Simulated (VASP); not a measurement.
Write the native input for VASP 6.6.1 that does the following.

```yaml
Task: single point
Functional: revPBE
Potentials_or_basis: VASP PAW PBE potentials, release 64 (Al)
Cutoff: 520 eV
k_mesh: 6 × 6 × 6
Occupations: fermi-dirac, width 0.05 eV
Spin: no spin polarisation
Dipole_correction: no
Further_INCAR_settings: ALGO = Normal; EDIFF = 1e-07; NBANDS = 8
```

The structure of Al lies in POSCAR:

```
Al
1.0
    0.0000000000      2.0248050000      2.0248050000
    2.0248050000      0.0000000000      2.0248050000
    2.0248050000      2.0248050000      0.0000000000
Al
1
Direct
    0.0000000000      0.0000000000      0.0000000000
```

These files were run (other wordings do the same):

INCAR

```
SYSTEM = Al
PREC     = Accurate       ! precision mode
ENCUT    = 520            ! plane-wave cutoff, eV
EDIFF    = 1E-7           ! SCF threshold, eV
ISMEAR   = -1             ! smearing method
SIGMA    = 0.05           ! smearing width, eV
LREAL    = .FALSE.        ! projectors in reciprocal space
LASPH    = .TRUE.         ! aspherical terms in the spheres
NELM     = 80             ! most SCF steps
ALGO     = Normal         ! electronic algorithm
ISIF     = 2              ! what is computed and relaxed
LWAVE    = .FALSE.        ! write WAVECAR
LCHARG   = .TRUE.         ! write CHGCAR
GGA      = RE             ! functional
LELF     = .TRUE.         ! ELF
LVHAR    = .TRUE.       
NBANDS   = 8              ! bands
```

KPOINTS

```
Automatic mesh
0
G
  6 6 6
  0 0 0
```

Potentials or basis: VASP PAW PBE potentials, release 64 (Al).

Run with:

```bash
$ cat potpaw_PBE.64/Al/POTCAR > POTCAR
$ mpirun -np 1 vasp_std > vasp.out
```

Results of the run:

```json
{
  "Pressure": "0.9 GPa"
}
```

Caveat: the k points lie up to 0.45 Å⁻¹ apart; the PAW data sets were made with another functional, which shifts forces and pressure a little.

Wall time 4.1 s on 1 thread of AMD EPYC 7R43 64-Core Processor (Zen 3), on a shared host, peak memory 0.09 GiB.
